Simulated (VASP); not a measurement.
# Si (P2_1/m) in VASP: a series of runs

The runs below take Si through single point, with LDA.

Program: VASP 6.6.1. These are calculated values, not measurements. Logs are shortened: lines on timing, memory, paths and dates and some standing lists are left out, and cuts for length are marked.

## 1. The cell of the first run

The structure is monoclinic, space group P2_1/m (No. 11). The conventional cell has a = 2.651 Å, b = 4.542 Å, c = 2.651 Å, α = 90.00°, β = 120.00°, γ = 90.00°. Within 3.6 Å of Si (site symmetry m) lie 14 Si at 2.55 to 3.51 Å.

## 2. Single point, LDA (atoms displaced along a vibrational mode)

The input, INCAR:

```
SYSTEM = Si
PREC = Accurate ; ENCUT = 520
EDIFF = 1E-6 ; ISMEAR = 0
SIGMA = 0.15 ; LREAL = .False.
LASPH = .True. ; NELM = 60
ALGO = Normal ; ISIF = 2
LWAVE = .False. ; LCHARG = .False.
GGA = CA ; NBANDS = 11
```

The input, KPOINTS:

```
regular mesh
0
Gamma
  24 24 14
  0 0 0
```

The input, POSCAR:

```
Si
1.0
    2.6510666862      0.0000000000      0.0000000000
   -1.3255333431      2.2958910974      0.0000000000
    0.0000000000      0.0000000000      4.5417424135
Si
2
Direct
    0.4191478476      0.6666666667      0.2500000000
    0.5808521524      0.3333333333      0.7500000000
```

Potentials or basis: VASP PAW LDA potentials, release 64 (Si).

On the command line:

```bash
$ cat potpaw_LDA.64/Si/POTCAR > POTCAR
$ mpirun -np 1 vasp_std > vasp.out
```

OUTCAR:

```text
SYSTEM = Si
   PREC = Accurate
   ENCUT = 520
   EDIFF = 1E-6
   ISMEAR = 0
   LREAL = .False.
   LASPH = .True.
   NELM = 60
   ISIF = 2
   GGA = CA

 ion  position               nearest neighbor table
   1  0.419  0.667  0.250-   2 2.55   2 2.55   2 2.78   2 2.78   2 2.99   2 2.99
   2  0.581  0.333  0.750-   1 2.55   1 2.55   1 2.78   1 2.78   1 2.99   1 2.99

  LATTYP: Found a hexagonal cell.
 ALAT       =     2.6510666862
 C/A-ratio  =     1.7131754690

  Lattice vectors:

 A1 = (   2.6510666862,   0.0000000000,   0.0000000000)
 A2 = (  -1.3255333431,   2.2958910974,   0.0000000000)
 A3 = (   0.0000000000,   0.0000000000,   4.5417424135)

Analysis of symmetry for initial positions (statically):
=====================================================================
 Subroutine PRICEL returns:
 Original cell was already a primitive cell.

 Routine SETGRP: Setting up the symmetry group for a
 hexagonal supercell.

 Subroutine GETGRP returns: Found  4 space group operations
 (whereof  2 operations were pure point group operations)
 out of a pool of 24 trial point group operations.

The static configuration has the point symmetry S_2 .
 The point group associated with its full space group is C_2h.

Analysis of symmetry for dynamics (positions and initial velocities):
=====================================================================
 Subroutine PRICEL returns:
 Original cell was already a primitive cell.

 Routine SETGRP: Setting up the symmetry group for a
 hexagonal supercell.

 Subroutine GETGRP returns: Found  4 space group operations
 (whereof  2 operations were pure point group operations)
 out of a pool of 24 trial point group operations.

The dynamic configuration has the point symmetry S_2 .
 The point group associated with its full space group is C_2h.

 Subroutine INISYM returns: Found  4 space group operations
 (whereof  2 operations are pure point group operations),
 and found     1 'primitive' translations

----------------------------------------------------------------------------------------

                                     Primitive cell

  volume of cell :      27.6436

  direct lattice vectors                    reciprocal lattice vectors
     2.651066686  0.000000000  0.000000000     0.377206656  0.217780364  0.000000000
    -1.325533343  2.295891097  0.000000000     0.000000000  0.435560729  0.000000000
     0.000000000  0.000000000  4.541742413     0.000000000  0.000000000  0.220179814

  length of vectors
     2.651066686  2.651066686  4.541742413     0.435560729  0.435560729  0.220179814

  position of ions in fractional coordinates (direct lattice)
     0.419147848  0.666666667  0.250000000
     0.580852152  0.333333333  0.750000000

  ion indices of the primitive-cell ions
   primitive index   ion index
                 1           1
                 2           2

----------------------------------------------------------------------------------------

 KPOINTS: regular mesh

Automatic generation of k-mesh.
 Grid dimensions read from file:
 generate k-points for:   24   24   14

 Generating k-lattice:

  Cartesian coordinates                     Fractional coordinates (reciprocal lattice)
     0.015716944  0.009074182  0.000000000     0.041666667 -0.000000000  0.000000000
     0.000000000  0.018148364  0.000000000     0.000000000  0.041666667  0.000000000
     0.000000000  0.000000000  0.015727130     0.000000000  0.000000000  0.071428571

  Length of vectors
     0.018148364  0.018148364  0.015727130

  Shift w.r.t. Gamma in fractional coordinates (k-lattice)
     0.000000000  0.000000000  0.000000000

 Subroutine IBZKPT returns following result:
 ===========================================

 Found   2320 irreducible k-points:

 Following reciprocal coordinates:
            Coordinates               Weight
  0.000000  0.000000  0.000000      1.000000
  0.041667 -0.000000  0.000000      2.000000
  0.000000  0.041667  0.000000      2.000000
 -0.041667  0.041667  0.000000      2.000000
  0.083333 -0.000000  0.000000      2.000000
  0.000000  0.083333  0.000000      2.000000
[... 16 lines left out ...]
  0.333333 -0.000000  0.000000      2.000000
  0.000000  0.333333  0.000000      2.000000
 [... further k-points ...]
   k-points           NKPTS =   2320   k-points in BZ     NKDIM =   2320   number of bands    NBANDS=     11
   number of dos      NEDOS =    301   number of ions     NIONS =      2
   total plane-waves  NPLWV =  14400
   dimension x,y,z NGX =    20 NGY =   20 NGZ =   36
   dimension x,y,z NGXF=    40 NGYF=   40 NGZF=   72
   ions per type =               2
   NGX,Y,Z   is equivalent  to a cutoff of  12.54, 12.54, 13.18 a.u.
   NGXF,Y,Z  is equivalent  to a cutoff of  25.08, 25.08, 26.35 a.u.
 SYSTEM =  Si
   PREC   = accura    normal or accurate (medium, high low for compatibility)
   ISTART =      0    job   : 0-new  1-cont  2-samecut
   ICHARG =      2    charge: 1-file 2-atom 10-const
   ISPIN  =      1    spin polarized calculation?
   LNONCOLLINEAR =      F non collinear calculations
   LSORBIT =      F    spin-orbit coupling
   LASPH  =      T    aspherical Exc in radial PAW
   ENCUT  =  520.0 eV  38.22 Ry    6.18 a.u.   4.93  4.93  8.44*2*pi/ulx,y,z
   NELM   =     60;   NELMIN=  2; NELMDL= -5     # of ELM steps
   EDIFF  = 0.1E-05   stopping-criterion for ELM
   LREAL  =      F    real-space projection
   EDIFFG = 0.1E-04   stopping-criterion for IOM
   NSW    =      0    number of steps for IOM
   IBRION =     -1    ionic relax: 0-MD 1-quasi-New 2-CG
   NFREE  =      0    steps in history (QN), initial steepest desc. (CG)
   ISIF   =      2    stress and relaxation
   ISYM   =      2    0-nonsym 1-usesym 2-fastsym
   POTIM  = 0.5000    time-step for ionic-motion
   TEBEG  =    0.0;   TEEND  =   0.0 temperature during run
   PSTRESS=    0.0 pullay stress
   NELECT =       8.0000    total number of electrons
   NUPDOWN=      -1.0000    fix difference up-down
   EMIN   =  10.00;   EMAX   =-10.00  energy-range for DOS
   EFERMI =   0.00;   METHOD = LEGACY
   ISMEAR =     0;   SIGMA  =   0.15  broadening in eV -4-tet -1-fermi 0-gaus
   EFERMI_NEDOS =   21; number of points for ismear=-14 and -15
   IALGO  =     38    algorithm
   IMIX   =      4    mixing-type and parameters
     AMIX     =   0.40;   BMIX     =  1.00
     AMIX_MAG =   1.60;   BMIX_MAG =  1.00
  volume/ion in A,a.u.               =      13.82        93.27
  Fermi-wavevector in a.u.,A,eV,Ry     =   1.082863  2.046314 15.954074  1.172591
  Thomas-Fermi vector in A             =   2.218915
   LORBIT       =      0    0 simple, 1 ext, 2 COOP (PROOUT), +10 PAW based schemes
   GGA     = CA    functional components
   LHFCALC =     F    Hartree Fock is set to
   AEXX    =    0.0000 exact exchange contribution
   IVDW    =     0    specifies the selected vdW correction
   LEPSILON=     F    determine dielectric tensor
   LRPA    =     F    only Hartree local field effects (RPA)
 non-spin polarized calculation
 Gauss-broadening in eV      SIGMA  =   0.15
  energy-cutoff  :      520.00
  volume of cell :       27.64
 maximum number of plane-waves:       771
   NGX =  9   NGY =  9   NGZ = 17

 number of electron       8.0000000 magnetization

 Free energy of the ion-electron system (eV)
  ---------------------------------------------------
  ext. energy  EPLUGINS =         0.00000000
  ---------------------------------------------------
  free energy    TOTEN  =       -11.14201163 eV

  energy without entropy =      -11.13406745  energy(sigma->0) =      -11.13803954

 E-fermi :  10.6971     XC(G=0): -11.4402

 val. band max:       10.6910649681   @ k =   0.2083  -0.0000   0.4286
 cond. band min:      10.6982435204   @ k =  -0.4583   0.2500   0.2857
 fundamental gap:      0.0071785523
 Fermi energy:        10.6970607478

 k-point     1 :       0.0000    0.0000    0.0000
  band No.  band energies     occupation
      1      -4.0901      2.00000
      2       2.3310      2.00000
      3       3.3151      2.00000
      4      19.4227      0.00000
      5      20.5302      0.00000
      6      20.6115      0.00000
      7      21.2359      0.00000
      8      21.8508      0.00000
      9      22.0272      0.00000
     10      22.3865      0.00000
     11      24.6301      0.00000

 k-point     2 :       0.0417   -0.0000    0.0000
  band No.  band energies     occupation
      1      -4.0425      2.00000
      2       2.3780      2.00000
      3       3.3596      2.00000
      4      18.8218      0.00000
      5      19.5144      0.00000
      6      21.1033      0.00000
      7      21.2524      0.00000
      8      21.7869      0.00000
      9      22.4093      0.00000
     10      22.6504      0.00000
     11      24.3671      0.00000

 k-point     3 :       0.0000    0.0417    0.0000
  band No.  band energies     occupation
      1      -4.0424      2.00000
      2       2.3780      2.00000
      3       3.3601      2.00000
      4      18.7458      0.00000
      5      19.9628      0.00000
      6      20.5363      0.00000
      7      21.2291      0.00000
      8      21.5630      0.00000
      9      22.5593      0.00000
     10      23.0349      0.00000
     11      24.2052      0.00000

 k-point     4 :      -0.0417    0.0417    0.0000
  band No.  band energies     occupation
      1      -4.0423      2.00000
      2       2.3780      2.00000
      3       3.3603      2.00000
      4      18.8067      0.00000
      5      19.7055      0.00000
      6      20.9120      0.00000
      7      21.2187      0.00000
      8      21.4516      0.00000
      9      22.5088      0.00000
     10      23.0227      0.00000
     11      23.9984      0.00000

 k-point     5 :       0.0833   -0.0000    0.0000
  band No.  band energies     occupation
      1      -3.8997      2.00000
      2       2.5190      2.00000
      3       3.4928      2.00000
      4      17.3726      0.00000
      5      18.6811      0.00000
      6      20.6082      0.00000
      7      21.2905      0.00000
      8      21.9700      0.00000
      9      22.3854      0.00000
     10      23.3149      0.00000
     11      23.9148      0.00000
[... 211 lines left out ...]
 k-point    21 :       0.0000    0.2917    0.0000
  band No.  band energies     occupation
      1      -1.7657      2.00000
      2       4.6080      2.00000
      3       5.5039      2.00000
      4       9.2772      2.00000
      5      15.1632      0.00000
      6      16.0175      0.00000
      7      16.2374      0.00000
      8      16.9979      0.00000
      9      21.7282      0.00000
     10      22.8432      0.00000
     11      23.1352      0.00000

 k-point    22 :      -0.2917    0.2917    0.0000
  band No.  band energies     occupation
      1      -1.7618      2.00000
      2       4.6067      2.00000
      3       5.5238      2.00000
      4       9.2873      2.00000
      5      15.1379      0.00000
      6      15.8044      0.00000
      7      16.0310      0.00000
      8      17.4333      0.00000
      9      20.8520      0.00000
     10      23.5065      0.00000
     11      23.5592      0.00000

 k-point    23 :       0.3333   -0.0000    0.0000
  band No.  band energies     occupation
      1      -1.0735      2.00000
      2       5.2943      2.00000
      3       6.0997      2.00000
      4       7.8069      2.00000
      5      13.8129      0.00000
      6      15.3370      0.00000
      7      15.3608      0.00000
      8      17.3292      0.00000
      9      20.6701      0.00000
     10      22.5508      0.00000
     11      22.8702      0.00000

 k-point    24 :       0.0000    0.3333    0.0000
  band No.  band energies     occupation
      1      -1.0605      2.00000
      2       5.2878      2.00000
      3       6.1653      2.00000
      4       7.8162      2.00000
      5      13.7890      0.00000
      6      14.8603      0.00000
      7      15.6473      0.00000
      8      16.6226      0.00000
      9      21.4426      0.00000
     10      22.6044      0.00000
     11      23.2109      0.00000

 [... further k-points ...]

------------------------ aborting loop because EDIFF is reached ----------------------------------------

  FORCE on cell =-STRESS in cart. coord.  units (eV):
  Direction    XX          YY          ZZ          XY          YZ          ZX
  --------------------------------------------------------------------------------------
  -------------------------------------------------------------------------------------
  Total        0.1422455      0.1104462      0.3353755      0.0256898      0.0000000      0.0000000
  in kB        8.2443184      6.4012807     19.4378180      1.4889415      0.0000000      0.0000000
  external PRESSURE =      11.3611390 kB  Pullay stress =       0.0000000 kB

 VOLUME and BASIS-vectors are now :
 -----------------------------------------------------------------------------
  energy-cutoff  :      520.00
  volume of cell :       27.64
      direct lattice vectors                 reciprocal lattice vectors
     2.651066686  0.000000000  0.000000000     0.377206656  0.217780364  0.000000000
    -1.325533343  2.295891097  0.000000000     0.000000000  0.435560729  0.000000000
     0.000000000  0.000000000  4.541742413     0.000000000  0.000000000  0.220179814

 POSITION                                       TOTAL-FORCE (eV/Angst)
 -----------------------------------------------------------------------------------
      0.22750      1.53059      1.13544         0.198878     -0.149668      0.000000
      1.09803      0.76530      3.40631        -0.198878      0.149668     -0.000000
 -----------------------------------------------------------------------------------
    total drift:                                0.000000     -0.000000     -0.000000

  FREE ENERGIE OF THE ION-ELECTRON SYSTEM (eV)
  ---------------------------------------------------
  free  energy   TOTEN  =       -11.1420116255 eV

  energy  without entropy=      -11.1340674550  energy(sigma->0) =      -11.13803954
```

It took 4 min on 1 thread of AMD EPYC 9R45 (Zen 5), shared host; peak memory 0.56 GiB.

Results:

| Item | Value |
| --- | --- |
| Free energy | -11.1420 eV |
| Pressure | 1.1 GPa |
| Largest force | 0.249 eV/Å |
| Band gap on the k mesh | zero (bands 4 and 5 overlap by 12.38 eV) |

Forces on the atoms (eV/Å):
```
Si   0.199 -0.150  0.000
Si  -0.199  0.150  0.000
```

Stress tensor (GPa, compression positive):
```
0.82 0.15 0.00
0.15 0.64 0.00
0.00 0.00 1.94
```

Caveat: the cell differs from its parent crystal (atoms displaced along a vibrational mode).

## 3. Single point, LDA (atoms displaced along a vibrational mode)

The input, INCAR:

```
SYSTEM = Si
  PREC = Accurate
  ENCUT = 520
  EDIFF = 1E-7
  ISMEAR = 0
  SIGMA = 0.15
  LREAL = .False.
  LASPH = .True.
  NELM = 80
  ALGO = Normal
  ISIF = 2
  LWAVE = .False.
  LCHARG = .False.
  GGA = CA
  NBANDS = 11
```

The input, KPOINTS:

```
Automatic mesh
0
Gamma
  24 24 14
  0 0 0
```

The input, POSCAR:

```
Si
1.0
    2.6510666862      0.0000000000      0.0000000000
   -1.3255333431      2.2958910974      0.0000000000
    0.0000000000      0.0000000000      4.5417424135
Si
2
Direct
    0.3946294150      0.6666666667      0.2500000000
    0.6053705850      0.3333333333      0.7500000000
```

Potentials or basis: VASP PAW LDA potentials, release 64 (Si).

On the command line:

```bash
$ cat potpaw_LDA.64/Si/POTCAR > POTCAR
$ mpirun -np 1 vasp_std > vasp.out
```

OUTCAR:

```text
SYSTEM = Si
   PREC = Accurate
   ENCUT = 520
   EDIFF = 1E-7
   ISMEAR = 0
   LREAL = .False.
   LASPH = .True.
   NELM = 80
   ISIF = 2
   GGA = CA

 ion  position               nearest neighbor table
   1  0.395  0.667  0.250-   2 2.60   2 2.60   2 2.76   2 2.76   2 2.91   2 2.91
   2  0.605  0.333  0.750-   1 2.60   1 2.60   1 2.76   1 2.76   1 2.91   1 2.91

  LATTYP: Found a hexagonal cell.
 ALAT       =     2.6510666862
 C/A-ratio  =     1.7131754690

  Lattice vectors:

[... 526 lines left out ...]

  FORCE on cell =-STRESS in cart. coord.  units (eV):
  Direction    XX          YY          ZZ          XY          YZ          ZX
  --------------------------------------------------------------------------------------
  -------------------------------------------------------------------------------------
  Total        0.1023679      0.0596304      0.1472558      0.0299563      0.0000000      0.0000000
  in kB        5.9330764      3.4560793      8.5347070      1.7362181      0.0000000      0.0000000
  external PRESSURE =       5.9746209 kB  Pullay stress =       0.0000000 kB

 VOLUME and BASIS-vectors are now :
 -----------------------------------------------------------------------------
  energy-cutoff  :      520.00
  volume of cell :       27.64
      direct lattice vectors                 reciprocal lattice vectors
     2.651066686  0.000000000  0.000000000     0.377206656  0.217780364  0.000000000
    -1.325533343  2.295891097  0.000000000     0.000000000  0.435560729  0.000000000
     0.000000000  0.000000000  4.541742413     0.000000000  0.000000000  0.220179814

 POSITION                                       TOTAL-FORCE (eV/Angst)
 -----------------------------------------------------------------------------------
      0.16250      1.53059      1.13544         0.169161     -0.093263      0.000000
      1.16303      0.76530      3.40631        -0.169161      0.093263      0.000000
 -----------------------------------------------------------------------------------
    total drift:                               -0.000000      0.000000     -0.000000

  FREE ENERGIE OF THE ION-ELECTRON SYSTEM (eV)
  ---------------------------------------------------
  free  energy   TOTEN  =       -11.1177569790 eV

  energy  without entropy=      -11.1097293638  energy(sigma->0) =      -11.11374317
```

Wall time 3.6 min (1 thread of AMD EPYC 9R45 (Zen 5), shared host); peak memory 0.56 GiB.

What came out:

* Free energy: -11.1178 eV
* Pressure: 0.6 GPa
* Largest force: 0.193 eV/Å
* Band gap on the k mesh: zero (bands 4 and 5 overlap by 12.52 eV)

Forces in eV/Å, atoms in the order of the input:
```
Si   0.169 -0.093  0.000
Si  -0.169  0.093  0.000
```

Stress tensor (GPa, compression positive):
```
0.59 0.17 0.00
0.17 0.35 0.00
0.00 0.00 0.85
```

Caveat: the cell differs from its parent crystal (atoms displaced along a vibrational mode).
